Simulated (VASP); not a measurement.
# In3Se (Pm-3m) in VASP: a series of runs

In3Se is run at these levels: PBEsol; tasks: single point.

Everything below comes from runs of VASP 6.6.1. Logs are shortened: lines on timing, memory, paths and dates and some standing lists are left out, and cuts for length are marked.

## Step 1: The cell of the first run

The structure is cubic, space group Pm-3m (No. 221). The conventional cell has a = 4.739 Å, b = 4.739 Å, c = 4.739 Å, α = 90.00°, β = 90.00°, γ = 90.00°. Within 4.4 Å of In (site symmetry 4/mmm) lie 8 In at 3.35 Å and 4 Se at 3.35 Å. Se (site symmetry m-3m) has 12 In at 3.35 Å within 4.4 Å.

## Step 2: Single point, PBEsol

File INCAR:

```
SYSTEM = In3Se
PREC     = Accurate       ! precision mode
ENCUT    = 520            ! plane-wave cutoff, eV
EDIFF    = 1E-6           ! SCF threshold, eV
ISMEAR   = -1             ! smearing method
SIGMA    = 0.05           ! smearing width, eV
LREAL    = .FALSE.        ! projectors in reciprocal space
LASPH    = .TRUE.         ! aspherical terms in the spheres
NELM     = 60             ! most SCF steps
ALGO     = Normal         ! electronic algorithm
ISIF     = 2              ! what is computed and relaxed
LWAVE    = .FALSE.        ! write WAVECAR
LCHARG   = .TRUE.         ! write CHGCAR
GGA      = PS             ! functional
LELF     = .TRUE.         ! ELF
LVHAR    = .TRUE.       
NBANDS   = 30             ! bands
```

File KPOINTS:

```
regular mesh
0
G
  6 6 6
  0 0 0
```

File POSCAR:

```
In3Se
1.0
    4.7388343927      0.0000000000      0.0000000000
    0.0000000000      4.7388343927      0.0000000000
    0.0000000000      0.0000000000      4.7388343927
In Se
3 1
Direct
    0.5000000000      0.5000000000      0.0000000000
    0.5000000000      0.0000000000      0.5000000000
    0.0000000000      0.5000000000      0.5000000000
    0.0000000000      0.0000000000      0.0000000000
```

Potentials or basis: VASP PAW PBE potentials, release 64 (In_d, Se).

On the command line:

```bash
$ cat potpaw_PBE.64/In_d/POTCAR potpaw_PBE.64/Se/POTCAR > POTCAR
$ mpirun -np 1 vasp_std > vasp.out
```

OUTCAR:

```text
SYSTEM = In3Se
   PREC = Accurate
   ENCUT = 520
   EDIFF = 1E-6
   ISMEAR = -1
   LREAL = .FALSE.
   LASPH = .TRUE.
   NELM = 60
   ISIF = 2
   GGA = PS

 ion  position               nearest neighbor table
   1  0.500  0.500  0.000-   2 3.35   3 3.35   4 3.35   2 3.35   3 3.35   2 3.35   4 3.35   2 3.35
                             3 3.35   4 3.35   3 3.35   4 3.35
   2  0.500  0.000  0.500-   1 3.35   3 3.35   4 3.35   1 3.35   4 3.35   1 3.35   3 3.35   1 3.35
                             3 3.35   4 3.35   4 3.35   3 3.35
   3  0.000  0.500  0.500-   1 3.35   2 3.35   4 3.35   1 3.35   4 3.35   2 3.35   4 3.35   4 3.35
                             1 3.35   2 3.35   1 3.35   2 3.35
   4  0.000  0.000  0.000-   1 3.35   2 3.35   3 3.35   2 3.35   3 3.35   1 3.35   3 3.35   3 3.35
                             1 3.35   2 3.35   2 3.35   1 3.35

  LATTYP: Found a simple cubic cell.
 ALAT       =     4.7388343927

  Lattice vectors:

 A1 = (   4.7388343927,   0.0000000000,   0.0000000000)
 A2 = (   0.0000000000,   4.7388343927,   0.0000000000)
 A3 = (   0.0000000000,   0.0000000000,   4.7388343927)

Analysis of symmetry for initial positions (statically):
=====================================================================
 Subroutine PRICEL returns:
 Original cell was already a primitive cell.

 Routine SETGRP: Setting up the symmetry group for a
 simple cubic supercell.

 Subroutine GETGRP returns: Found 48 space group operations
 (whereof 48 operations were pure point group operations)
 out of a pool of 48 trial point group operations.

The static configuration has the point symmetry O_h .

Analysis of symmetry for dynamics (positions and initial velocities):
=====================================================================
 Subroutine PRICEL returns:
 Original cell was already a primitive cell.

 Routine SETGRP: Setting up the symmetry group for a
 simple cubic supercell.

 Subroutine GETGRP returns: Found 48 space group operations
 (whereof 48 operations were pure point group operations)
 out of a pool of 48 trial point group operations.

The dynamic configuration has the point symmetry O_h .

 Subroutine INISYM returns: Found 48 space group operations
 (whereof 48 operations are pure point group operations),
 and found     1 'primitive' translations

----------------------------------------------------------------------------------------

                                     Primitive cell

  volume of cell :     106.4179

  direct lattice vectors                    reciprocal lattice vectors
     4.738834393  0.000000000  0.000000000     0.211022356  0.000000000  0.000000000
     0.000000000  4.738834393  0.000000000     0.000000000  0.211022356  0.000000000
     0.000000000  0.000000000  4.738834393     0.000000000  0.000000000  0.211022356

  length of vectors
     4.738834393  4.738834393  4.738834393     0.211022356  0.211022356  0.211022356

  position of ions in fractional coordinates (direct lattice)
     0.500000000  0.500000000  0.000000000
     0.500000000  0.000000000  0.500000000
     0.000000000  0.500000000  0.500000000
     0.000000000  0.000000000  0.000000000

  ion indices of the primitive-cell ions
   primitive index   ion index
                 1           1
                 2           2
                 3           3
                 4           4

----------------------------------------------------------------------------------------

 KPOINTS: regular mesh

Automatic generation of k-mesh.
 Grid dimensions read from file:
 generate k-points for:    6    6    6

 Generating k-lattice:

  Cartesian coordinates                     Fractional coordinates (reciprocal lattice)
     0.035170393  0.000000000  0.000000000     0.166666667  0.000000000  0.000000000
     0.000000000  0.035170393  0.000000000     0.000000000  0.166666667  0.000000000
     0.000000000  0.000000000  0.035170393     0.000000000  0.000000000  0.166666667

  Length of vectors
     0.035170393  0.035170393  0.035170393

  Shift w.r.t. Gamma in fractional coordinates (k-lattice)
     0.000000000  0.000000000  0.000000000

 Subroutine IBZKPT returns following result:
 ===========================================

 Found     20 irreducible k-points:

 Following reciprocal coordinates:
            Coordinates               Weight
  0.000000  0.000000  0.000000      1.000000
  0.166667  0.000000  0.000000      6.000000
  0.333333  0.000000  0.000000      6.000000
  0.500000  0.000000  0.000000      3.000000
  0.166667  0.166667  0.000000     12.000000
  0.333333  0.166667  0.000000     24.000000
[... 12 lines left out ...]
  0.500000  0.500000  0.333333      6.000000
  0.500000  0.500000  0.500000      1.000000
   k-points           NKPTS =     20   k-points in BZ     NKDIM =     20   number of bands    NBANDS=     30
   number of dos      NEDOS =    301   number of ions     NIONS =      4
   total plane-waves  NPLWV =  46656
   dimension x,y,z NGX =    36 NGY =   36 NGZ =   36
   dimension x,y,z NGXF=    72 NGYF=   72 NGZF=   72
   ions per type =               3   1
   NGX,Y,Z   is equivalent  to a cutoff of  12.63, 12.63, 12.63 a.u.
   NGXF,Y,Z  is equivalent  to a cutoff of  25.26, 25.26, 25.26 a.u.
 SYSTEM =  In3Se
   PREC   = accura    normal or accurate (medium, high low for compatibility)
   ISTART =      0    job   : 0-new  1-cont  2-samecut
   ICHARG =      2    charge: 1-file 2-atom 10-const
   ISPIN  =      1    spin polarized calculation?
   LNONCOLLINEAR =      F non collinear calculations
   LSORBIT =      F    spin-orbit coupling
   LASPH  =      T    aspherical Exc in radial PAW
   ENCUT  =  520.0 eV  38.22 Ry    6.18 a.u.   8.81  8.81  8.81*2*pi/ulx,y,z
   NELM   =     60;   NELMIN=  2; NELMDL= -5     # of ELM steps
   EDIFF  = 0.1E-05   stopping-criterion for ELM
   LREAL  =      F    real-space projection
   EDIFFG = 0.1E-04   stopping-criterion for IOM
   NSW    =      0    number of steps for IOM
   IBRION =     -1    ionic relax: 0-MD 1-quasi-New 2-CG
   NFREE  =      0    steps in history (QN), initial steepest desc. (CG)
   ISIF   =      2    stress and relaxation
   ISYM   =      2    0-nonsym 1-usesym 2-fastsym
   POTIM  = 0.5000    time-step for ionic-motion
   TEBEG  =    0.0;   TEEND  =   0.0 temperature during run
   PSTRESS=    0.0 pullay stress
   NELECT =      45.0000    total number of electrons
   NUPDOWN=      -1.0000    fix difference up-down
   EMIN   =  10.00;   EMAX   =-10.00  energy-range for DOS
   EFERMI =   0.00;   METHOD = LEGACY
   ISMEAR =    -1;   SIGMA  =   0.05  broadening in eV -4-tet -1-fermi 0-gaus
   EFERMI_NEDOS =   21; number of points for ismear=-14 and -15
   IALGO  =     38    algorithm
   IMIX   =      4    mixing-type and parameters
     AMIX     =   0.40;   BMIX     =  1.00
     AMIX_MAG =   1.60;   BMIX_MAG =  1.00
  volume/ion in A,a.u.               =      26.60       179.54
  Fermi-wavevector in a.u.,A,eV,Ry     =   1.228780  2.322058 20.543441  1.509900
  Thomas-Fermi vector in A             =   2.363692
   LORBIT       =      0    0 simple, 1 ext, 2 COOP (PROOUT), +10 PAW based schemes
   GGA     = PS    functional components
   LHFCALC =     F    Hartree Fock is set to
   AEXX    =    0.0000 exact exchange contribution
   IVDW    =     0    specifies the selected vdW correction
   LEPSILON=     F    determine dielectric tensor
   LRPA    =     F    only Hartree local field effects (RPA)
 non-spin polarized calculation
  energy-cutoff  :      520.00
  volume of cell :      106.42
 maximum number of plane-waves:      2897
 NGX is ok and might be reduce to    36
   NGX = 17   NGY = 17   NGZ = 17

 number of electron      45.0000044 magnetization

 Free energy of the ion-electron system (eV)
  ---------------------------------------------------
  ext. energy  EPLUGINS =         0.00000000
  ---------------------------------------------------
  free energy    TOTEN  =       -13.22283287 eV

  energy without entropy =      -13.21188866  energy(sigma->0) =      -13.21736076

 E-fermi :   6.2783     XC(G=0): -10.0882

 val. band max:        6.0506683014   @ k =   0.5000   0.0000   0.0000
 cond. band min:       6.2818279066   @ k =   0.5000   0.1667   0.0000
 fundamental gap:      0.2311596051
 Fermi energy:         6.2782626903

 k-point     1 :       0.0000    0.0000    0.0000
  band No.  band energies     occupation
      1      -8.5197      2.00000
      2      -8.5032      2.00000
      3      -8.5032      2.00000
      4      -8.5032      2.00000
      5      -8.3708      2.00000
      6      -8.3708      2.00000
[... 22 lines left out ...]
     29      11.5773      0.00000
     30      13.1542      0.00000

 k-point     2 :       0.1667    0.0000    0.0000
  band No.  band energies     occupation
      1      -8.4983      2.00000
      2      -8.4927      2.00000
      3      -8.4759      2.00000
      4      -8.4759      2.00000
      5      -8.3673      2.00000
      6      -8.3526      2.00000
[... 22 lines left out ...]
     29      12.2672      0.00000
     30      13.2748      0.00000

 k-point     3 :       0.3333    0.0000    0.0000
  band No.  band energies     occupation
      1      -8.4879      2.00000
      2      -8.4254      2.00000
      3      -8.4003      2.00000
      4      -8.4003      2.00000
      5      -8.3583      2.00000
      6      -8.3070      2.00000
[... 22 lines left out ...]
     29      12.3105      0.00000
     30      12.8260      0.00000

 k-point     4 :       0.5000    0.0000    0.0000
  band No.  band energies     occupation
      1      -8.4824      2.00000
      2      -8.3813      2.00000
      3      -8.3401      2.00000
      4      -8.3174      2.00000
      5      -8.3174      2.00000
      6      -8.2724      2.00000
[... 484 lines left out ...]
     29      13.2685      0.00000
     30      13.2895      0.00000

 k-point    19 :       0.5000    0.5000    0.3333
  band No.  band energies     occupation
      1      -8.4986      2.00000
      2      -8.3937      2.00000
      3      -8.3937      2.00000
      4      -8.3921      2.00000
      5      -8.3639      2.00000
      6      -8.3639      2.00000
[... 22 lines left out ...]
     29      13.4505      0.00000
     30      14.3567      0.00000

 k-point    20 :       0.5000    0.5000    0.5000
  band No.  band energies     occupation
      1      -8.5304      2.00000
      2      -8.4045      2.00000
      3      -8.4045      2.00000
      4      -8.4045      2.00000
      5      -8.3715      2.00000
      6      -8.3715      2.00000
[... 22 lines left out ...]
     29      14.4653      0.00000
     30      14.8121      0.00000

------------------------ aborting loop because EDIFF is reached ----------------------------------------

  FORCE on cell =-STRESS in cart. coord.  units (eV):
  Direction    XX          YY          ZZ          XY          YZ          ZX
  --------------------------------------------------------------------------------------
  -------------------------------------------------------------------------------------
  Total       -1.1373806     -1.1373806     -1.1373806     -0.0000000      0.0000000     -0.0000000
  in kB      -17.1238647    -17.1238647    -17.1238647     -0.0000000      0.0000000     -0.0000000
  external PRESSURE =     -17.1238647 kB  Pullay stress =       0.0000000 kB

 VOLUME and BASIS-vectors are now :
 -----------------------------------------------------------------------------
  energy-cutoff  :      520.00
  volume of cell :      106.42
      direct lattice vectors                 reciprocal lattice vectors
     4.738834393  0.000000000  0.000000000     0.211022356  0.000000000  0.000000000
     0.000000000  4.738834393  0.000000000     0.000000000  0.211022356  0.000000000
     0.000000000  0.000000000  4.738834393     0.000000000  0.000000000  0.211022356

 POSITION                                       TOTAL-FORCE (eV/Angst)
 -----------------------------------------------------------------------------------
      2.36942      2.36942      0.00000         0.000000      0.000000      0.000000
      2.36942      0.00000      2.36942         0.000000      0.000000      0.000000
      0.00000      2.36942      2.36942         0.000000      0.000000      0.000000
      0.00000      0.00000      0.00000         0.000000      0.000000      0.000000
 -----------------------------------------------------------------------------------
    total drift:                                0.000000      0.000000      0.000000

  FREE ENERGIE OF THE ION-ELECTRON SYSTEM (eV)
  ---------------------------------------------------
  free  energy   TOTEN  =       -13.2228328732 eV

  energy  without entropy=      -13.2118886564  energy(sigma->0) =      -13.21736076
```

It took 30 s on 1 thread of AMD EPYC 9R45 (Zen 5), shared host; peak memory 0.19 GiB.

Results:

```
Free energy : -13.2228 eV
Pressure    : -1.7 GPa
```

Caveat: the PAW data sets were made with another functional, which shifts forces and pressure a little; spin-orbit coupling is left out, which moves the levels of the heavy elements.

## Step 3: Single point, PBEsol

This run uses another cell than the first one, of 27.16 Å³/atom, 1.021 times its volume.

File INCAR:

```
SYSTEM = In3Se
  PREC = Accurate
  ENCUT = 520
  EDIFF = 1E-6
  ISMEAR = -1
  SIGMA = 0.05
  LREAL = .False.
  LASPH = .True.
  NELM = 100
  ALGO = Normal
  ISIF = 2
  LWAVE = .False.
  LCHARG = .True.
  GGA = PS
  LELF = .True.
  LVHAR = .True.
  NBANDS = 30
```

File KPOINTS:

```
Automatic mesh
0
Gamma
  6 6 6
  0 0 0
```

File POSCAR:

```
In3Se
1.0
    4.7715170420      0.0000000000      0.0000000000
    0.0000000000      4.7715170420      0.0000000000
    0.0000000000      0.0000000000      4.7715170420
In Se
3 1
Direct
    0.5000000000      0.5000000000      0.0000000000
    0.5000000000      0.0000000000      0.5000000000
    0.0000000000      0.5000000000      0.5000000000
    0.0000000000      0.0000000000      0.0000000000
```

Potentials or basis: VASP PAW PBE potentials, release 64 (In_d, Se).

On the command line:

```bash
$ cat potpaw_PBE.64/In_d/POTCAR potpaw_PBE.64/Se/POTCAR > POTCAR
$ mpirun -np 1 vasp_std > vasp.out
```

OUTCAR:

```text
SYSTEM = In3Se
   PREC = Accurate
   ENCUT = 520
   EDIFF = 1E-6
   ISMEAR = -1
   LREAL = .False.
   LASPH = .True.
   NELM = 100
   ISIF = 2
   GGA = PS

 ion  position               nearest neighbor table
   1  0.500  0.500  0.000-   2 3.37   3 3.37   4 3.37   2 3.37   3 3.37   2 3.37   4 3.37   2 3.37
                             3 3.37   4 3.37   3 3.37   4 3.37
   2  0.500  0.000  0.500-   1 3.37   3 3.37   4 3.37   1 3.37   4 3.37   1 3.37   3 3.37   1 3.37
                             3 3.37   4 3.37   4 3.37   3 3.37
   3  0.000  0.500  0.500-   1 3.37   2 3.37   4 3.37   1 3.37   4 3.37   2 3.37   4 3.37   4 3.37
                             1 3.37   2 3.37   1 3.37   2 3.37
   4  0.000  0.000  0.000-   1 3.37   2 3.37   3 3.37   2 3.37   3 3.37   1 3.37   3 3.37   3 3.37
                             1 3.37   2 3.37   2 3.37   1 3.37

  LATTYP: Found a simple cubic cell.
 ALAT       =     4.7715170420

  Lattice vectors:

 A1 = (   4.7715170420,   0.0000000000,   0.0000000000)
 A2 = (   0.0000000000,   4.7715170420,   0.0000000000)
 A3 = (   0.0000000000,   0.0000000000,   4.7715170420)

Analysis of symmetry for initial positions (statically):
[... 172 lines left out ...]
 E-fermi :   6.0676     XC(G=0):  -9.9926

 val. band max:        5.8645535301   @ k =   0.5000   0.0000   0.0000
 cond. band min:       6.0911832003   @ k =   0.5000   0.1667   0.0000
 fundamental gap:      0.2266296702
 Fermi energy:         6.0676298244

 k-point     1 :       0.0000    0.0000    0.0000
  band No.  band energies     occupation
      1      -8.7106      2.00000
      2      -8.6999      2.00000
      3      -8.6999      2.00000
      4      -8.6999      2.00000
      5      -8.5740      2.00000
      6      -8.5740      2.00000
[... 649 lines left out ...]
     29      14.0999      0.00000
     30      14.4432      0.00000

------------------------ aborting loop because EDIFF is reached ----------------------------------------

  FORCE on cell =-STRESS in cart. coord.  units (eV):
  Direction    XX          YY          ZZ          XY          YZ          ZX
  --------------------------------------------------------------------------------------
  -------------------------------------------------------------------------------------
  Total       -1.6179553     -1.6179553     -1.6179553      0.0000000      0.0000000     -0.0000000
  in kB      -23.8620448    -23.8620448    -23.8620448      0.0000000      0.0000000     -0.0000000
  external PRESSURE =     -23.8620448 kB  Pullay stress =       0.0000000 kB

 VOLUME and BASIS-vectors are now :
 -----------------------------------------------------------------------------
  energy-cutoff  :      520.00
  volume of cell :      108.63
      direct lattice vectors                 reciprocal lattice vectors
     4.771517042  0.000000000  0.000000000     0.209576952  0.000000000  0.000000000
     0.000000000  4.771517042  0.000000000     0.000000000  0.209576952  0.000000000
     0.000000000  0.000000000  4.771517042     0.000000000  0.000000000  0.209576952

 POSITION                                       TOTAL-FORCE (eV/Angst)
 -----------------------------------------------------------------------------------
      2.38576      2.38576      0.00000         0.000000      0.000000      0.000000
      2.38576      0.00000      2.38576         0.000000      0.000000      0.000000
      0.00000      2.38576      2.38576         0.000000      0.000000      0.000000
      0.00000      0.00000      0.00000         0.000000      0.000000      0.000000
 -----------------------------------------------------------------------------------
    total drift:                                0.000000      0.000000      0.000000

  FREE ENERGIE OF THE ION-ELECTRON SYSTEM (eV)
  ---------------------------------------------------
  free  energy   TOTEN  =       -13.1952567127 eV

  energy  without entropy=      -13.1833994821  energy(sigma->0) =      -13.18932810
```

stdout:

```text
POSCAR found type information on POSCAR InSe
 POSCAR found :  2 types and       4 ions
 scaLAPACK will be used
 -----------------------------------------------------------------------------
|                                                                             |
|                                                                             |
|     You enforced a specific xc type in the INCAR file but a different       |
|     I HOPE YOU KNOW WHAT YOU ARE DOING!                                     |
|                                                                             |
 -----------------------------------------------------------------------------

 LDA part: xc-table for (Slater+PW92), standard interpolation
 POSCAR, INCAR and KPOINTS ok, starting setup
 FFT: planning ... GRIDC
 FFT: planning ... GRID_SOFT
 FFT: planning ... GRID
 WAVECAR not read
 entering main loop
```

It took 35 s on 1 thread of AMD EPYC 9R45 (Zen 5), shared host; peak memory 0.19 GiB.

Results:

| Quantity | Value |
| --- | --- |
| Free energy | -13.1953 eV |
| Pressure | -2.4 GPa |

Levels at points of the mesh, in eV from the Fermi level:
```
           k point  band 19  band 20  band 21  band 22  band 23  band 24  band 25  band 26
(0.00, 0.00, 0.00)    -3.40    -3.40    -2.28    -2.28     1.08     1.08     1.08     4.14
(0.50, 0.00, 0.00)    -2.56    -2.56    -1.70    -1.11    -0.20    -0.20     1.28     3.70
(0.50, 0.50, 0.00)    -5.84    -2.04    -0.97    -0.74    -0.74     1.35     1.69     1.69
(0.50, 0.50, 0.50)    -4.43    -4.33    -4.33    -4.33    -3.34     3.00     3.00     3.00
```

Caveat: the PAW data sets were made with another functional, which shifts forces and pressure a little; spin-orbit coupling is left out, which moves the levels of the heavy elements.

(Continued in part 2 of 2.)
